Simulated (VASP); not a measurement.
# HfN (F-43m) in VASP: single point with r2SCAN

Aim: the single point of HfN with r2SCAN.

Everything below comes from runs of VASP 6.6.1. Logs are shortened: lines on timing, memory, paths and dates and some standing lists are left out, and cuts for length are marked.

## (1) The cell of the first run

The structure is cubic, space group F-43m (No. 216). The conventional cell has a = 4.910 Å, b = 4.910 Å, c = 4.910 Å, α = 90.00°, β = 90.00°, γ = 90.00°. Within 2.8 Å of Hf (site symmetry -43m) lie 4 N at 2.13 Å. N (site symmetry -43m) has 4 Hf at 2.13 Å within 2.8 Å.

## (2) Single point, r2SCAN

The input, POSCAR:

```
HfN
1.0
    0.0000000000      4.9096440000      4.9096440000
    4.9096440000      0.0000000000      4.9096440000
    4.9096440000      4.9096440000      0.0000000000
Hf N
8 8
Direct
    0.0000000000      0.0000000000      0.0000000000
    0.0000000000      0.0000000000      0.5000000000
    0.0000000000      0.5000000000      0.0000000000
    0.0000000000      0.5000000000      0.5000000000
    0.5000000000      0.0000000000      0.0000000000
    0.5000000000      0.0000000000      0.5000000000
    0.5000000000      0.5000000000      0.0000000000
    0.5000000000      0.5000000000      0.5000000000
    0.3750000000      0.3750000000      0.3750000000
    0.3750000000      0.3750000000      0.8750000000
    0.3750000000      0.8750000000      0.3750000000
    0.3750000000      0.8750000000      0.8750000000
    0.8750000000      0.3750000000      0.3750000000
    0.8750000000      0.3750000000      0.8750000000
    0.8750000000      0.8750000000      0.3750000000
    0.8750000000      0.8750000000      0.8750000000
```

The input, INCAR.step1:

```
SYSTEM = HfN
PREC = Accurate ; ENCUT = 660
ISMEAR = -1 ; SIGMA = 0.1
LREAL = .False. ; LASPH = .True.
NELM = 120 ; NBANDS = 74
GGA = PE ; ALGO = Normal
EDIFF = 1E-5 ; LWAVE = .True.
LCHARG = .False. ; GGA_COMPAT = .False.
```

The input, INCAR.step2:

```
SYSTEM = HfN
PREC = Accurate ; ENCUT = 660
EDIFF = 1E-6 ; ISMEAR = -1
SIGMA = 0.1 ; LREAL = .False.
LASPH = .True. ; NELM = 120
ALGO = Normal ; ISIF = 2
LWAVE = .False. ; LCHARG = .False.
METAGGA = R2SCAN ; LMIXTAU = .True.
NBANDS = 74 ; ISTART = 1
GGA_COMPAT = .False.
```

The input, KPOINTS:

```
Automatic mesh
0
Gamma
  3 3 3
  0 0 0
```

Potentials or basis: VASP PAW PBE potentials, release 64 (Hf_pv, N).

The run is started by

```console
$ cat potpaw_PBE.64/Hf_pv/POTCAR potpaw_PBE.64/N/POTCAR > POTCAR
$ cp INCAR.step1 INCAR
$ mpirun -np 1 vasp_std > vasp.out
$ cp INCAR.step2 INCAR
$ mpirun -np 1 vasp_std > vasp.out
```

OUTCAR:

```text
SYSTEM = HfN
   PREC = Accurate
   ENCUT = 660
   EDIFF = 1E-6
   ISMEAR = -1
   LREAL = .False.
   LASPH = .True.
   NELM = 120
   ISIF = 2
   METAGGA = R2SCAN
   ISTART = 1

 ion  position               nearest neighbor table
   1  0.000  0.000  0.000-  12 2.13  14 2.13  15 2.13  16 2.13   3 3.47   5 3.47   2 3.47   2 3.47
                             4 3.47   6 3.47   3 3.47   4 3.47   7 3.47   5 3.47   6 3.47   7 3.47
   2  0.000  0.000  0.500-  11 2.13  13 2.13  15 2.13  16 2.13   4 3.47   6 3.47   1 3.47   1 3.47
                             3 3.47   5 3.47   3 3.47   4 3.47   8 3.47   5 3.47   6 3.47   8 3.47
   3  0.000  0.500  0.000-  10 2.13  13 2.13  14 2.13  16 2.13   4 3.47   7 3.47   1 3.47   2 3.47
                             4 3.47   8 3.47   1 3.47   2 3.47   5 3.47   5 3.47   7 3.47   8 3.47
   4  0.000  0.500  0.500-   9 2.13  13 2.13  14 2.13  15 2.13   3 3.47   8 3.47   2 3.47   1 3.47
                             3 3.47   7 3.47   1 3.47   2 3.47   6 3.47   6 3.47   7 3.47   8 3.47
   5  0.500  0.000  0.000-  10 2.13  11 2.13  12 2.13  16 2.13   6 3.47   7 3.47   1 3.47   2 3.47
                             6 3.47   8 3.47   3 3.47   7 3.47   8 3.47   1 3.47   2 3.47   3 3.47
   6  0.500  0.000  0.500-   9 2.13  11 2.13  12 2.13  15 2.13   5 3.47   8 3.47   2 3.47   1 3.47
                             5 3.47   7 3.47   4 3.47   7 3.47   8 3.47   1 3.47   2 3.47   4 3.47
   7  0.500  0.500  0.000-   9 2.13  10 2.13  12 2.13  14 2.13   5 3.47   8 3.47   3 3.47   4 3.47
                             6 3.47   8 3.47   1 3.47   5 3.47   6 3.47   1 3.47   3 3.47   4 3.47
   8  0.500  0.500  0.500-   9 2.13  10 2.13  11 2.13  13 2.13   6 3.47   7 3.47   4 3.47   3 3.47
                             5 3.47   7 3.47   2 3.47   5 3.47   6 3.47   2 3.47   3 3.47   4 3.47
   9  0.375  0.375  0.375-   4 2.13   6 2.13   7 2.13   8 2.13
  10  0.375  0.375  0.875-   3 2.13   5 2.13   7 2.13   8 2.13
  11  0.375  0.875  0.375-   2 2.13   5 2.13   6 2.13   8 2.13
  12  0.375  0.875  0.875-   1 2.13   5 2.13   6 2.13   7 2.13
  13  0.875  0.375  0.375-   2 2.13   3 2.13   4 2.13   8 2.13
  14  0.875  0.375  0.875-   1 2.13   3 2.13   4 2.13   7 2.13
  15  0.875  0.875  0.375-   1 2.13   2 2.13   4 2.13   6 2.13
  16  0.875  0.875  0.875-   1 2.13   2 2.13   3 2.13   5 2.13

  LATTYP: Found a face centered cubic cell.
 ALAT       =     9.8192880000

  Lattice vectors:

 A1 = (   0.0000000000,   4.9096440000,   4.9096440000)
 A2 = (   4.9096440000,   0.0000000000,   4.9096440000)
 A3 = (   4.9096440000,   4.9096440000,   0.0000000000)

Analysis of symmetry for initial positions (statically):
=====================================================================
 Subroutine PRICEL returns following result:

  LATTYP: Found a face centered cubic cell.
 ALAT       =     4.9096440000

  Lattice vectors:

 A1 = (   0.0000000000,   2.4548220000,   2.4548220000)
 A2 = (   2.4548220000,   0.0000000000,   2.4548220000)
 A3 = (   2.4548220000,   2.4548220000,   0.0000000000)

   8 primitive cells build up your supercell.

 Routine SETGRP: Setting up the symmetry group for a
 face centered cubic supercell.

 Subroutine GETGRP returns: Found 24 space group operations
 (whereof 24 operations were pure point group operations)
 out of a pool of 48 trial point group operations.

The static configuration has the point symmetry T_d .

Analysis of symmetry for dynamics (positions and initial velocities):
=====================================================================
 Subroutine PRICEL returns following result:

  LATTYP: Found a face centered cubic cell.
 ALAT       =     4.9096440000

  Lattice vectors:

 A1 = (   0.0000000000,   2.4548220000,   2.4548220000)
 A2 = (   2.4548220000,   0.0000000000,   2.4548220000)
 A3 = (   2.4548220000,   2.4548220000,   0.0000000000)

   8 primitive cells build up your supercell.

 Routine SETGRP: Setting up the symmetry group for a
 face centered cubic supercell.

 Subroutine GETGRP returns: Found 24 space group operations
 (whereof 24 operations were pure point group operations)
 out of a pool of 48 trial point group operations.

The dynamic configuration has the point symmetry T_d .

 Subroutine INISYM returns: Found 24 space group operations
 (whereof 24 operations are pure point group operations),
 and found     8 'primitive' translations

----------------------------------------------------------------------------------------

                                     Primitive cell

  volume of cell :      29.5863

  direct lattice vectors                    reciprocal lattice vectors
     0.000000000  2.454822000  2.454822000    -0.203680756  0.203680756  0.203680756
     2.454822000  0.000000000  2.454822000     0.203680756 -0.203680756  0.203680756
     2.454822000  2.454822000  0.000000000     0.203680756  0.203680756 -0.203680756

  length of vectors
     3.471642566  3.471642566  3.471642566     0.352785417  0.352785417  0.352785417

  position of ions in fractional coordinates (direct lattice)
     0.000000000  0.000000000  0.000000000
     0.750000000  0.750000000  0.750000000

  ion indices of the primitive-cell ions
   primitive index   ion index
                 1           1
                 2          16

----------------------------------------------------------------------------------------

 KPOINTS: Automatic mesh

Automatic generation of k-mesh.
 Grid dimensions read from file:
 generate k-points for:    3    3    3

 Generating k-lattice:

  Cartesian coordinates                     Fractional coordinates (reciprocal lattice)
    -0.033946793  0.033946793  0.033946793     0.333333333  0.000000000  0.000000000
     0.033946793 -0.033946793  0.033946793     0.000000000  0.333333333  0.000000000
     0.033946793  0.033946793 -0.033946793     0.000000000  0.000000000  0.333333333

  Length of vectors
     0.058797570  0.058797570  0.058797570

  Shift w.r.t. Gamma in fractional coordinates (k-lattice)
     0.000000000  0.000000000  0.000000000

 Subroutine IBZKPT returns following result:
 ===========================================

 Found      4 irreducible k-points:

 Following reciprocal coordinates:
            Coordinates               Weight
  0.000000  0.000000  0.000000      1.000000
  0.333333  0.000000  0.000000      8.000000
  0.333333  0.333333  0.000000      6.000000
 -0.333333  0.333333  0.000000     12.000000
   k-points           NKPTS =      4   k-points in BZ     NKDIM =      4   number of bands    NBANDS=     74
   number of dos      NEDOS =    301   number of ions     NIONS =     16
   total plane-waves  NPLWV = 216000
   dimension x,y,z NGX =    60 NGY =   60 NGZ =   60
   dimension x,y,z NGXF=   120 NGYF=  120 NGZF=  120
   ions per type =               8   8
   NGX,Y,Z   is equivalent  to a cutoff of  14.37, 14.37, 14.37 a.u.
   NGXF,Y,Z  is equivalent  to a cutoff of  28.73, 28.73, 28.73 a.u.
 SYSTEM =  HfN
   PREC   = accura    normal or accurate (medium, high low for compatibility)
   ISTART =      1    job   : 0-new  1-cont  2-samecut
   ICHARG =      0    charge: 1-file 2-atom 10-const
   ISPIN  =      1    spin polarized calculation?
   LNONCOLLINEAR =      F non collinear calculations
   LSORBIT =      F    spin-orbit coupling
   LASPH  =      T    aspherical Exc in radial PAW
   ENCUT  =  660.0 eV  48.51 Ry    6.96 a.u.  14.54 14.54 14.54*2*pi/ulx,y,z
   NELM   =    120;   NELMIN=  2; NELMDL=  0     # of ELM steps
   EDIFF  = 0.1E-05   stopping-criterion for ELM
   LREAL  =      F    real-space projection
   EDIFFG = 0.1E-04   stopping-criterion for IOM
   NSW    =      0    number of steps for IOM
   IBRION =     -1    ionic relax: 0-MD 1-quasi-New 2-CG
   NFREE  =      0    steps in history (QN), initial steepest desc. (CG)
   ISIF   =      2    stress and relaxation
   ISYM   =      2    0-nonsym 1-usesym 2-fastsym
   POTIM  = 0.5000    time-step for ionic-motion
   TEBEG  =    0.0;   TEEND  =   0.0 temperature during run
   PSTRESS=    0.0 pullay stress
   NELECT =     120.0000    total number of electrons
   NUPDOWN=      -1.0000    fix difference up-down
   EMIN   =  10.00;   EMAX   =-10.00  energy-range for DOS
   EFERMI =   0.00;   METHOD = LEGACY
   ISMEAR =    -1;   SIGMA  =   0.10  broadening in eV -4-tet -1-fermi 0-gaus
   EFERMI_NEDOS =   21; number of points for ismear=-14 and -15
   IALGO  =     38    algorithm
   IMIX   =      4    mixing-type and parameters
     AMIX     =   0.40;   BMIX     =  1.00
     AMIX_MAG =   1.60;   BMIX_MAG =  1.00
  volume/ion in A,a.u.               =      14.79        99.83
  Fermi-wavevector in a.u.,A,eV,Ry     =   1.305395  2.466839 23.185087  1.704056
  Thomas-Fermi vector in A             =   2.436267
   LORBIT       =      0    0 simple, 1 ext, 2 COOP (PROOUT), +10 PAW based schemes
   METAGGA = R2SCAN    functional components
   LHFCALC =     F    Hartree Fock is set to
   AEXX    =    0.0000 exact exchange contribution
   IVDW    =     0    specifies the selected vdW correction
   LEPSILON=     F    determine dielectric tensor
   LRPA    =     F    only Hartree local field effects (RPA)
 non-spin polarized calculation
  energy-cutoff  :      660.00
  volume of cell :      236.69
 maximum number of plane-waves:      9185
 NGX is ok and might be reduce to    60
   NGX = 29   NGY = 29   NGZ = 29

 number of electron     119.9999994 magnetization

 Free energy of the ion-electron system (eV)
  ---------------------------------------------------
  ext. energy  EPLUGINS =         0.00000000
  ---------------------------------------------------
  free energy    TOTEN  =      -461.80350909 eV

  energy without entropy =     -461.67485694  energy(sigma->0) =     -461.73918301

 E-fermi :   5.9438     XC(G=0): -11.9468

 val. band max:        5.6584910150   @ k =  -0.3333   0.3333   0.0000
 cond. band min:       6.1806980883   @ k =  -0.3333   0.3333   0.0000
 fundamental gap:      0.5222070733
 Fermi energy:         5.9438199893

 k-point     1 :       0.0000    0.0000    0.0000
  band No.  band energies     occupation
      1     -27.0592      2.00000
      2     -27.0592      2.00000
      3     -27.0592      2.00000
      4     -27.0577      2.00000
      5     -27.0577      2.00000
      6     -27.0577      2.00000
[... 64 lines left out ...]
     71       8.7637      0.00000
     72       8.7637      0.00000
[... 223 lines left out ...]
     71       8.3206      0.00000
     72       8.3206      0.00000
 [bands above 72 left out]

------------------------ aborting loop because EDIFF is reached ----------------------------------------

  FORCE on cell =-STRESS in cart. coord.  units (eV):
  Direction    XX          YY          ZZ          XY          YZ          ZX
  --------------------------------------------------------------------------------------
  -------------------------------------------------------------------------------------
  Total       -5.2767383     -5.2767383     -5.2767383     -0.0000000     -0.0000000      0.0000000
  in kB      -35.7187407    -35.7187407    -35.7187407     -0.0000000     -0.0000000      0.0000000
  external PRESSURE =     -35.7187407 kB  Pullay stress =       0.0000000 kB

 VOLUME and BASIS-vectors are now :
 -----------------------------------------------------------------------------
  energy-cutoff  :      660.00
  volume of cell :      236.69
      direct lattice vectors                 reciprocal lattice vectors
     0.000000000  4.909644000  4.909644000    -0.101840378  0.101840378  0.101840378
     4.909644000  0.000000000  4.909644000     0.101840378 -0.101840378  0.101840378
     4.909644000  4.909644000  0.000000000     0.101840378  0.101840378 -0.101840378

 POSITION                                       TOTAL-FORCE (eV/Angst)
 -----------------------------------------------------------------------------------
      0.00000      0.00000      0.00000        -0.000000      0.000000     -0.000000
      2.45482      2.45482      0.00000        -0.000000     -0.000000      0.000000
      2.45482      0.00000      2.45482        -0.000000     -0.000000     -0.000000
      4.90964      2.45482      2.45482        -0.000000     -0.000000     -0.000000
      0.00000      2.45482      2.45482        -0.000000      0.000000     -0.000000
      2.45482      4.90964      2.45482        -0.000000     -0.000000     -0.000000
[... 8 lines left out ...]
      6.13706      6.13706      8.59188         0.000000     -0.000000      0.000000
      8.59188      8.59188      8.59188         0.000000      0.000000      0.000000
 -----------------------------------------------------------------------------------
    total drift:                               -0.000000     -0.000000     -0.000000

  FREE ENERGIE OF THE ION-ELECTRON SYSTEM (eV)
  ---------------------------------------------------
  free  energy   TOTEN  =      -461.8035090884 eV

  energy  without entropy=     -461.6748569416  energy(sigma->0) =     -461.73918301
```

Wall time 11 min (1 thread of Intel Xeon Platinum 8259CL at 2.50GHz (Skylake/Cascade Lake), shared host); peak memory 0.56 GiB.

What came out:

* Free energy: -461.8035 eV
* Pressure: -3.6 GPa
* Band gap on the k mesh: zero (bands 60 and 61 overlap by 0.84 eV)

Caveat: the k points lie up to 0.37 Å⁻¹ apart, too coarse for converged energies and pressures of a metal; the PAW data sets were made with another functional, which shifts forces and pressure a little; spin-orbit coupling is left out, which moves the levels of the heavy elements.

The gap in the log of VASP goes by the Fermi energy; the results here count the filled bands.